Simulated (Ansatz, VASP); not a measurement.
## Two plane-wave programs on MgS

File INCAR:

```
SYSTEM = MgS
ALGO = Normal ; EDIFF = 1E-6
ENCUT = 520 ; GGA = PE
ISIF = 2 ; ISMEAR = -1
LASPH = .TRUE. ; LCHARG = .FALSE.
LREAL = .FALSE. ; LWAVE = .FALSE.
NBANDS = 16 ; NELM = 80
PREC = Accurate ; SIGMA = 0.02
```

KPOINTS

```
k-points
0
G
  12 12 4
  0 0 0
```

File POSCAR:

```
MgS
1.0
    4.2260282880      0.0000000000      0.0000000000
   -2.1130141440      3.6598478545      0.0000000000
    0.0000000000      0.0000000000      6.0598073841
Mg S
2 2
Direct
    0.3333333333      0.6666666667     -0.0166958447
    0.6666666667      0.3333333333      0.4833041553
    0.3333333333      0.6666666667      0.3916958447
    0.6666666667      0.3333333333      0.8916958447
```

Input for Ansatz:

```yaml
crystal:
  lattice:
    - [4.226028288, 0.0, 0.0]
    - [-2.113014144, 3.6598478545, 0.0]
    - [0.0, 0.0, 6.0598073841]
  atoms:
    - { symbol: Mg, position: [0.3333333333, 0.6666666667, -0.0166958447] }
    - { symbol: Mg, position: [0.6666666667, 0.3333333333, 0.4833041553] }
    - { symbol: S, position: [0.3333333333, 0.6666666667, 0.3916958447] }
    - { symbol: S, position: [0.6666666667, 0.3333333333, 0.8916958447] }
kpoints:
  mp_grid: { grid: [12, 12, 4] }
  band_path:
    path:
      - [0.0, 0.0, 0.0]
      - [0.5, 0.0, 0.0]
      - [0.3333333333, 0.3333333333, 0.0]
      - [0.0, 0.0, 0.5]
      - [0.5, 0.0, 0.5]
      - [0.3333333333, 0.3333333333, 0.5]
    npoints: 1
hamiltonian:
  xc: pbe
scf:
  occupations: { method: fermi_dirac, width: 0.02 }
  n_extra_bands: 5
output:
  forces: true
  stress: true
  eigenvalues: true
```

Change from the starting cell: epitaxial_xy strain +4.9%.

Alike in both runs: task single point; functional PBE; k mesh 12 × 12 × 4; occupations fermi-dirac, width 0.02 eV; no spin polarisation.

|  | VASP | Ansatz |
| --- | --- | --- |
| version | VASP 6.6.1 | Ansatz 0.2.0 |
| potentials or method | VASP PAW PBE potentials, release 64 (Mg, S) | plane waves, PAW |
| plane-wave cutoff (eV) | 520 | 420 |
| valence electrons in the cell | 16 | 32 |

Ansatz gave:

```
gap on the k mesh at the Fermi level (eV)                     : 2.89
pressure (GPa)                                                : -1.5
traceless stress, the component that is largest in VASP (GPa) : 2.29
rms of the force components (eV/Å)                            : 0.011
```

Q: What did VASP give for the same quantities?

A: gap on the k mesh at the Fermi level (eV): 2.88; pressure (GPa): -1.6; traceless stress, the component that is largest in VASP (GPa): 2.32; rms of the force components (eV/Å): 0.010.

Atom by atom the forces differ by 0.001 eV/Å (rms over components). VASP's potentials hold 16 valence electrons a cell and Ansatz's 32, so a difference there can come from the potentials and not from the codes.
